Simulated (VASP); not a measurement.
# MgI2 (P-3m1) in VASP: further runs

MgI2 is run at these levels: PBE, r2SCAN; tasks: single point.

Program: VASP 6.6.1. These are calculated values, not measurements. Logs are shortened: lines on timing, memory, paths and dates and some standing lists are left out, and cuts for length are marked.

### 1 The cell of the first run

Symmetry: P-3m1, No. 164, trigonal system. The conventional cell has a = 4.220 Å, b = 4.220 Å, c = 6.822 Å, α = 90.00°, β = 90.00°, γ = 120.00°. Mg (site symmetry -3m) has 6 I at 2.94 Å within 3.9 Å. I (site symmetry 3m) has 3 Mg at 2.94 Å within 3.9 Å.

### 2 Single point, PBE (epitaxial xy strain +1.5%)

INCAR

```
SYSTEM = MgI2
PREC = Accurate ; ENCUT = 520
EDIFF = 1E-7 ; ISMEAR = -1
SIGMA = 0.02 ; LREAL = .False.
LASPH = .True. ; NELM = 100
ALGO = Normal ; ISIF = 2
LWAVE = .False. ; LCHARG = .True.
GGA = PE ; LELF = .True.
LVHAR = .True. ; NBANDS = 15
```

KPOINTS

```
regular mesh
0
Gamma
  12 12 4
  0 0 0
```

POSCAR

```
MgI2
1.0
    4.2195712777      0.0000000000      0.0000000000
   -2.1097856388      3.6542559196      0.0000000000
    0.0000000000      0.0000000000      6.8217752176
Mg I
1 2
Direct
    0.0000000000      0.0000000000      0.0000000000
    0.3333333333      0.6666666667      0.2413693008
    0.6666666667      0.3333333333      0.7586306992
```

Potentials or basis: VASP PAW PBE potentials, release 64 (Mg, I).

On the command line:

```
cat potpaw_PBE.64/Mg/POTCAR potpaw_PBE.64/I/POTCAR > POTCAR
mpirun -np 1 vasp_std > vasp.out
```

OUTCAR:

```text
SYSTEM = MgI2
   PREC = Accurate
   ENCUT = 520
   EDIFF = 1E-7
   ISMEAR = -1
   LREAL = .False.
   LASPH = .True.
   NELM = 100
   ISIF = 2
   GGA = PE

 ion  position               nearest neighbor table
   1  0.000  0.000  0.000-   2 2.94   3 2.94   3 2.94   2 2.94   3 2.94   2 2.94
   2  0.333  0.667  0.241-   1 2.94   1 2.94   1 2.94
   3  0.667  0.333  0.759-   1 2.94   1 2.94   1 2.94

  LATTYP: Found a hexagonal cell.
 ALAT       =     4.2195712777
 C/A-ratio  =     1.6166986570

  Lattice vectors:

 A1 = (   4.2195712777,   0.0000000000,   0.0000000000)
 A2 = (  -2.1097856388,   3.6542559196,   0.0000000000)
 A3 = (   0.0000000000,   0.0000000000,   6.8217752176)

Analysis of symmetry for initial positions (statically):
=====================================================================
 Subroutine PRICEL returns:
 Original cell was already a primitive cell.

 Routine SETGRP: Setting up the symmetry group for a
 hexagonal supercell.

 Subroutine GETGRP returns: Found 12 space group operations
 (whereof 12 operations were pure point group operations)
 out of a pool of 24 trial point group operations.

The static configuration has the point symmetry D_3d.

Analysis of symmetry for dynamics (positions and initial velocities):
=====================================================================
 Subroutine PRICEL returns:
 Original cell was already a primitive cell.

 Routine SETGRP: Setting up the symmetry group for a
 hexagonal supercell.

 Subroutine GETGRP returns: Found 12 space group operations
 (whereof 12 operations were pure point group operations)
 out of a pool of 24 trial point group operations.

The dynamic configuration has the point symmetry D_3d.

 Subroutine INISYM returns: Found 12 space group operations
 (whereof 12 operations are pure point group operations),
 and found     1 'primitive' translations

----------------------------------------------------------------------------------------

                                     Primitive cell

  volume of cell :     105.1876

  direct lattice vectors                    reciprocal lattice vectors
     4.219571278  0.000000000  0.000000000     0.236990901  0.136826761  0.000000000
    -2.109785639  3.654255920  0.000000000     0.000000000  0.273653521  0.000000000
     0.000000000  0.000000000  6.821775218     0.000000000  0.000000000  0.146589409

  length of vectors
     4.219571278  4.219571278  6.821775218     0.273653521  0.273653521  0.146589409

  position of ions in fractional coordinates (direct lattice)
     0.000000000  0.000000000  0.000000000
     0.333333333  0.666666667  0.241369301
     0.666666667  0.333333333  0.758630699

  ion indices of the primitive-cell ions
   primitive index   ion index
                 1           1
                 2           2
                 3           3

----------------------------------------------------------------------------------------

 KPOINTS: regular mesh

Automatic generation of k-mesh.
 Grid dimensions read from file:
 generate k-points for:   12   12    4

 Generating k-lattice:

  Cartesian coordinates                     Fractional coordinates (reciprocal lattice)
     0.019749242  0.011402230  0.000000000     0.083333333  0.000000000  0.000000000
     0.000000000  0.022804460  0.000000000     0.000000000  0.083333333  0.000000000
     0.000000000  0.000000000  0.036647352     0.000000000  0.000000000  0.250000000

  Length of vectors
     0.022804460  0.022804460  0.036647352

  Shift w.r.t. Gamma in fractional coordinates (k-lattice)
     0.000000000  0.000000000  0.000000000

 Subroutine IBZKPT returns following result:
 ===========================================

 Found     69 irreducible k-points:

 Following reciprocal coordinates:
            Coordinates               Weight
  0.000000  0.000000  0.000000      1.000000
  0.083333  0.000000  0.000000      6.000000
  0.166667  0.000000  0.000000      6.000000
  0.250000  0.000000  0.000000      6.000000
  0.333333  0.000000  0.000000      6.000000
  0.416667  0.000000  0.000000      6.000000
[... 16 lines left out ...]
  0.166667  0.000000  0.250000      6.000000
  0.000000  0.166667  0.250000      6.000000
 [... further k-points ...]
   k-points           NKPTS =     69   k-points in BZ     NKDIM =     69   number of bands    NBANDS=     15
   number of dos      NEDOS =    301   number of ions     NIONS =      3
   total plane-waves  NPLWV =  55296
   dimension x,y,z NGX =    32 NGY =   32 NGZ =   54
   dimension x,y,z NGXF=    64 NGYF=   64 NGZF=  108
   ions per type =               1   2
   NGX,Y,Z   is equivalent  to a cutoff of  12.61, 12.61, 13.16 a.u.
   NGXF,Y,Z  is equivalent  to a cutoff of  25.22, 25.22, 26.32 a.u.
 SYSTEM =  MgI2
   PREC   = accura    normal or accurate (medium, high low for compatibility)
   ISTART =      0    job   : 0-new  1-cont  2-samecut
   ICHARG =      2    charge: 1-file 2-atom 10-const
   ISPIN  =      1    spin polarized calculation?
   LNONCOLLINEAR =      F non collinear calculations
   LSORBIT =      F    spin-orbit coupling
   LASPH  =      T    aspherical Exc in radial PAW
   ENCUT  =  520.0 eV  38.22 Ry    6.18 a.u.   7.85  7.85 12.68*2*pi/ulx,y,z
   NELM   =    100;   NELMIN=  2; NELMDL= -5     # of ELM steps
   EDIFF  = 0.1E-06   stopping-criterion for ELM
   LREAL  =      F    real-space projection
   EDIFFG = 0.1E-05   stopping-criterion for IOM
   NSW    =      0    number of steps for IOM
   IBRION =     -1    ionic relax: 0-MD 1-quasi-New 2-CG
   NFREE  =      0    steps in history (QN), initial steepest desc. (CG)
   ISIF   =      2    stress and relaxation
   ISYM   =      2    0-nonsym 1-usesym 2-fastsym
   POTIM  = 0.5000    time-step for ionic-motion
   TEBEG  =    0.0;   TEEND  =   0.0 temperature during run
   PSTRESS=    0.0 pullay stress
   NELECT =      16.0000    total number of electrons
   NUPDOWN=      -1.0000    fix difference up-down
   EMIN   =  10.00;   EMAX   =-10.00  energy-range for DOS
   EFERMI =   0.00;   METHOD = LEGACY
   ISMEAR =    -1;   SIGMA  =   0.02  broadening in eV -4-tet -1-fermi 0-gaus
   EFERMI_NEDOS =   21; number of points for ismear=-14 and -15
   IALGO  =     38    algorithm
   IMIX   =      4    mixing-type and parameters
     AMIX     =   0.40;   BMIX     =  1.00
     AMIX_MAG =   1.60;   BMIX_MAG =  1.00
  volume/ion in A,a.u.               =      35.06       236.61
  Fermi-wavevector in a.u.,A,eV,Ry     =   0.873896  1.651425 10.390699  0.763695
  Thomas-Fermi vector in A             =   1.993351
   LORBIT       =      0    0 simple, 1 ext, 2 COOP (PROOUT), +10 PAW based schemes
   GGA     = PE    functional components
   LHFCALC =     F    Hartree Fock is set to
   AEXX    =    0.0000 exact exchange contribution
   IVDW    =     0    specifies the selected vdW correction
   LEPSILON=     F    determine dielectric tensor
   LRPA    =     F    only Hartree local field effects (RPA)
 non-spin polarized calculation
  energy-cutoff  :      520.00
  volume of cell :      105.19
 maximum number of plane-waves:      2853
   NGX = 15   NGY = 15   NGZ = 25

 number of electron      16.0000000 magnetization

 Free energy of the ion-electron system (eV)
  ---------------------------------------------------
  ext. energy  EPLUGINS =         0.00000000
  ---------------------------------------------------
  free energy    TOTEN  =        -7.70433858 eV

  energy without entropy =       -7.70433858  energy(sigma->0) =       -7.70433858

 E-fermi :   2.6182     XC(G=0):  -8.1070

 val. band max:        2.1834934687   @ k =   0.0000   0.0000   0.0000
 cond. band min:       5.5741013205   @ k =   0.5000   0.0000   0.2500
 fundamental gap:      3.3906078518
 Fermi energy:         2.6182479370

 k-point     1 :       0.0000    0.0000    0.0000
  band No.  band energies     occupation
      1      -9.8973      2.00000
      2      -9.1873      2.00000
      3      -1.3079      2.00000
      4       1.5539      2.00000
      5       1.5539      2.00000
      6       1.9438      2.00000
      7       1.9438      2.00000
      8       2.1835      2.00000
      9       5.6403      0.00000
     10       6.7511      0.00000
     11       8.6451      0.00000
     12       8.6451      0.00000
     13       9.7136      0.00000
     14      10.1700      0.00000
     15      10.1700      0.00000

 k-point     2 :       0.0833    0.0000    0.0000
  band No.  band energies     occupation
      1      -9.8636      2.00000
      2      -9.1713      2.00000
      3      -1.2605      2.00000
      4       1.2761      2.00000
      5       1.4616      2.00000
      6       1.6935      2.00000
      7       1.9446      2.00000
      8       2.1578      2.00000
      9       5.9505      0.00000
     10       7.0287      0.00000
     11       8.3157      0.00000
     12       8.7566      0.00000
     13       9.8297      0.00000
     14      10.0154      0.00000
     15      10.2819      0.00000

 k-point     3 :       0.1667    0.0000    0.0000
  band No.  band energies     occupation
      1      -9.7671      2.00000
      2      -9.1286      2.00000
      3      -1.1291      2.00000
      4       0.6338      2.00000
      5       1.1620      2.00000
      6       1.2566      2.00000
      7       1.9091      2.00000
      8       2.0705      2.00000
      9       6.4953      0.00000
     10       7.3962      0.00000
     11       8.1832      0.00000
     12       9.0069      0.00000
     13       9.2941      0.00000
     14      10.0645      0.00000
     15      10.5304      0.00000
[... 343 lines left out ...]
 k-point    23 :       0.1667    0.0000    0.2500
  band No.  band energies     occupation
      1      -9.7092      2.00000
      2      -9.2045      2.00000
      3      -0.8785      2.00000
      4       0.5461      2.00000
      5       1.1320      2.00000
      6       1.3063      2.00000
      7       1.7830      2.00000
      8       1.8477      2.00000
      9       6.6886      0.00000
     10       7.4544      0.00000
     11       8.2520      0.00000
     12       8.8541      0.00000
     13       9.1351      0.00000
     14       9.8950      0.00000
     15      10.6654      0.00000

 k-point    24 :       0.0000    0.1667    0.2500
  band No.  band energies     occupation
      1      -9.7096      2.00000
      2      -9.2038      2.00000
      3      -0.9105      2.00000
      4       0.7665      2.00000
      5       0.9453      2.00000
      6       1.3195      2.00000
      7       1.7795      2.00000
      8       1.8286      2.00000
      9       6.4827      0.00000
     10       7.6219      0.00000
     11       8.4827      0.00000
     12       9.0920      0.00000
     13       9.1194      0.00000
     14       9.8107      0.00000
     15      10.2990      0.00000

 [... further k-points ...]
[... 5 lines left out ...]
  --------------------------------------------------------------------------------------
  -------------------------------------------------------------------------------------
  Total        0.1039295      0.1039295      0.7486299      0.0000000      0.0000000     -0.0000000
  in kB        1.5830137      1.5830137     11.4028413      0.0000000      0.0000000     -0.0000000
  external PRESSURE =       4.8562896 kB  Pullay stress =       0.0000000 kB

 VOLUME and BASIS-vectors are now :
 -----------------------------------------------------------------------------
  energy-cutoff  :      520.00
  volume of cell :      105.19
      direct lattice vectors                 reciprocal lattice vectors
     4.219571278  0.000000000  0.000000000     0.236990901  0.136826761  0.000000000
    -2.109785639  3.654255920  0.000000000     0.000000000  0.273653521  0.000000000
     0.000000000  0.000000000  6.821775218     0.000000000  0.000000000  0.146589409

 POSITION                                       TOTAL-FORCE (eV/Angst)
 -----------------------------------------------------------------------------------
      0.00000      0.00000      0.00000        -0.000000      0.000000      0.000000
     -0.00000      2.43617      1.64657         0.000000     -0.000000     -0.002268
      2.10979      1.21809      5.17521        -0.000000      0.000000      0.002268
 -----------------------------------------------------------------------------------
    total drift:                                0.000000     -0.000000      0.000000

  FREE ENERGIE OF THE ION-ELECTRON SYSTEM (eV)
  ---------------------------------------------------
  free  energy   TOTEN  =        -7.7043385824 eV

  energy  without entropy=       -7.7043385824  energy(sigma->0) =       -7.70433858
```

It took 88 s on 1 thread of Intel Xeon Platinum 8259CL at 2.50GHz (Skylake/Cascade Lake), shared host; peak memory 0.29 GiB.

What came out:

- Free energy: -7.7043 eV
- Pressure: 0.5 GPa
- Band gap on the k mesh: 3.39 eV (least direct gap 3.46 eV)

Forces in eV/Å, atoms in the order of the input:
```
Mg   0.000  0.000  0.000
I    0.000  0.000 -0.002
I    0.000  0.000  0.002
```

Caveat: the cell differs from its parent crystal (epitaxial xy strain +1.5%); spin-orbit coupling is left out, which moves the levels of the heavy elements; this functional lacks dispersion, which binds layers or chains, so the pressure and a relaxed spacing across them are unreliable. A k mesh can miss the band edges.

### 3 Single point, PBE (strain +1.5%)

INCAR

```
SYSTEM = MgI2
PREC     = Accurate       ! precision mode
ENCUT    = 520            ! plane-wave cutoff, eV
EDIFF    = 1E-7           ! SCF threshold, eV
ISMEAR   = -1             ! smearing method
SIGMA    = 0.02           ! smearing width, eV
LREAL    = .FALSE.        ! projectors in reciprocal space
LASPH    = .TRUE.         ! aspherical terms in the spheres
NELM     = 60             ! most SCF steps
ALGO     = Normal         ! electronic algorithm
ISIF     = 2              ! what is computed and relaxed
LWAVE    = .FALSE.        ! write WAVECAR
LCHARG   = .FALSE.        ! write CHGCAR
GGA      = PE             ! functional
NBANDS   = 15             ! bands
```

KPOINTS

```
Automatic mesh
0
G
  12 12 4
  0 0 0
```

POSCAR

```
MgI2
1.0
    4.2195712777      0.0000000000      0.0000000000
   -2.1097856388      3.6542559196      0.0000000000
    0.0000000000      0.0000000000      6.9764250336
Mg I
1 2
Direct
    0.0000000000      0.0000000000      0.0000000000
    0.3333333333      0.6666666667      0.2370173563
    0.6666666667      0.3333333333      0.7629826437
```

Potentials or basis: VASP PAW PBE potentials, release 64 (Mg, I).

On the command line:

```
cat potpaw_PBE.64/Mg/POTCAR potpaw_PBE.64/I/POTCAR > POTCAR
mpirun -np 1 vasp_std > vasp.out
```

Wall time 77 s (1 thread of Intel Xeon Platinum 8259CL at 2.50GHz (Skylake/Cascade Lake), shared host); peak memory 0.3 GiB.

Results (log left out):

```yaml
Free_energy: -7.7184 eV
Pressure: 0.3 GPa
Band_gap_on_the_k_mesh: 3.49 eV (least direct gap 3.55 eV)
```

Forces on the atoms (eV/Å):
```
Mg   0.000  0.000  0.000
I    0.000  0.000 -0.002
I    0.000  0.000  0.002
```

Stress tensor (GPa, compression positive):
```
0.03 0.00 0.00
0.00 0.03 0.00
0.00 0.00 0.75
```

Levels at points of the mesh, in eV from the valence-band top:
```
           k point  band 4  band 5  band 6  band 7  band 8  band 9  band 10  band 11  band 12  band 13
(0.00, 0.00, 0.00)   -0.50   -0.50   -0.14   -0.14    0.00    3.55     4.70     6.56     6.56     7.50
(0.50, 0.00, 0.00)   -2.71   -1.70   -1.37   -0.81   -0.47    3.57     5.32     5.63     6.95     7.98
(0.00, 0.00, 0.50)   -1.25   -0.42   -0.42   -0.22   -0.22    4.42     4.76     6.41     6.41     7.78
(0.50, 0.00, 0.50)   -3.02   -1.24   -1.08   -0.73   -0.66    3.50     5.27     5.78     6.16     7.62
```

Caveat: the cell differs from its parent crystal (strain +1.5%); spin-orbit coupling is left out, which moves the levels of the heavy elements; this functional lacks dispersion, which binds layers or chains, so the pressure and a relaxed spacing across them are unreliable.

### 4 Single point, r2SCAN (epitaxial xy strain -3.0%)

POSCAR

```
MgI2
1.0
    4.0324966890      0.0000000000      0.0000000000
   -2.0162483445      3.4922445734      0.0000000000
    0.0000000000      0.0000000000      6.9940381046
Mg I
1 2
Direct
    0.0000000000      0.0000000000      0.0000000000
    0.3333333333      0.6666666667      0.2444644722
    0.6666666667      0.3333333333      0.7555355278
```

INCAR.step1

```
  PREC = Accurate
  ENCUT = 520
  ISMEAR = 0
  SIGMA = 0.01
  LREAL = False
  LASPH = True
  NELM = 80
  NBANDS = 15
  GGA = PE
  ALGO = Normal
  EDIFF = 1E-4
  LWAVE = True
  LCHARG = False
```

INCAR.step2

```
  PREC = Accurate
  ENCUT = 520
  EDIFF = 1E-6
  ISMEAR = 0
  SIGMA = 0.01
  LREAL = False
  LASPH = True
  NELM = 80
  ALGO = Normal
  ISIF = 2
  LWAVE = False
  LCHARG = False
  METAGGA = R2SCAN
  LMIXTAU = True
  NBANDS = 15
  ISTART = 1
```

KPOINTS

```
regular mesh
0
Gamma
  12 12 4
```

On the command line:

```
cat potpaw_PBE.64/Mg/POTCAR potpaw_PBE.64/I/POTCAR > POTCAR
cp INCAR.step1 INCAR
mpirun -np 1 vasp_std > vasp.out
cp INCAR.step2 INCAR
mpirun -np 1 vasp_std > vasp.out
```

Wall time 6.9 min (1 thread of Intel Xeon Platinum 8259CL at 2.50GHz (Skylake/Cascade Lake), shared host); peak memory 0.29 GiB.

The run converged. Its results:

```yaml
Free_energy: -56.8727 eV
Pressure: 2.0 GPa
Largest_force: 0.042 eV/Å
Band_gap_on_the_k_mesh: 4.07 eV (least direct gap 4.66 eV)
```

Forces on the atoms (eV/Å):
```
Mg   0.000  0.000  0.000
I    0.000  0.000 -0.042
I    0.000  0.000  0.042
```

Stress tensor (GPa, compression positive):
```
2.65 0.00 0.00
0.00 2.65 0.00
0.00 0.00 0.59
```

Levels at points of the mesh, in eV from the valence-band top:
```tsv
k point	band 5	band 6	band 7	band 8	band 9	band 10	band 11	band 12
(0.00, 0.00, 0.00)	-0.38	-0.31	0.00	0.00	4.66	5.62	7.49	7.49
(0.50, 0.00, 0.00)	-2.15	-1.41	-1.14	-0.54	4.21	5.74	5.89	7.55
(0.00, 0.00, 0.50)	-0.28	-0.28	-0.10	-0.10	5.72	5.72	7.32	7.32
(0.50, 0.00, 0.50)	-1.42	-1.24	-1.07	-0.77	4.08	5.54	5.89	6.41
```

Caveat: the cell differs from its parent crystal (epitaxial xy strain -3.0%); the PAW data sets were made with another functional, which shifts forces and pressure a little; spin-orbit coupling is left out, which moves the levels of the heavy elements. A k mesh can miss the band edges.

(Part 1 of 2 ends here.)
